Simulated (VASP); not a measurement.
BN:

```
N B
1.0
     2.49824    0.00000    0.00000
    -1.24912    2.16354    0.00000
     0.00000    0.00000    6.63570
N B
2 2
Direct
  0.66667 0.33333 0.25000
  0.33333 0.66667 0.75000
  0.66667 0.33333 0.75000
  0.33333 0.66667 0.25000
```

* Program: VASP 6.6.1
* Task: relaxation of cell and atoms
* Functional: revPBE
* Dispersion: D4
* Potentials or basis: VASP PAW PBE potentials, release 64 (N, B)
* Cutoff: 600 eV
* k mesh: 12 × 12 × 4
* Occupations: fermi-dirac, width 0.05 eV
* Spin: no spin polarisation

At the start: pressure 2.1 GPa; volume 8.97 Å³/atom.

Question: How do energy, volume and symmetry change on relaxing?

Answer: Over 10 steps the energy falls by 9.8 meV/atom and the volume is 8.26 Å³/atom (-7.9 %); space group P6_3/mmc (No. 194, to 0.05 Å).

Step by step:
| step | energy change (eV) | largest force (eV/Å) | pressure (GPa) | volume (Å³) |
| --- | --- | --- | --- | --- |
| 1 | 0.0000 | 0.0000 | 2.12 | 35.87 |
| 2 | 0.0070 | 0.0000 | -6.67 | 36.48 |
| 3 | -0.0063 | 0.0000 | -1.56 | 36.12 |
| 4 | -0.0114 | 0.0000 | -1.50 | 35.82 |
| 5 | -0.0250 | 0.0000 | -1.28 | 34.92 |
| 6 | -0.0393 | 0.0000 | -0.46 | 33.13 |
| 7 | -0.0393 | 0.0000 | -0.37 | 33.00 |
| 8 | -0.0393 | 0.0000 | -0.41 | 33.06 |
| 9 | -0.0368 | 0.0000 | 2.54 | 32.85 |
| 10 | -0.0394 | 0.0000 | -0.01 | 33.03 |

Final structure:
```yaml
crystal:
  lattice:
    - [2.50796, 0.00000, 0.00000]
    - [-1.25398, 2.17196, 0.00000]
    - [0.00000, 0.00000, 6.06392]
  atoms:
    - { symbol: N, position: [0.66667, 0.33333, 0.25000] }
    - { symbol: N, position: [0.33333, 0.66667, 0.75000] }
    - { symbol: B, position: [0.66667, 0.33333, 0.75000] }
    - { symbol: B, position: [0.33333, 0.66667, 0.25000] }
```

Caveat: the PAW data sets were made with another functional, which shifts forces and pressure a little.
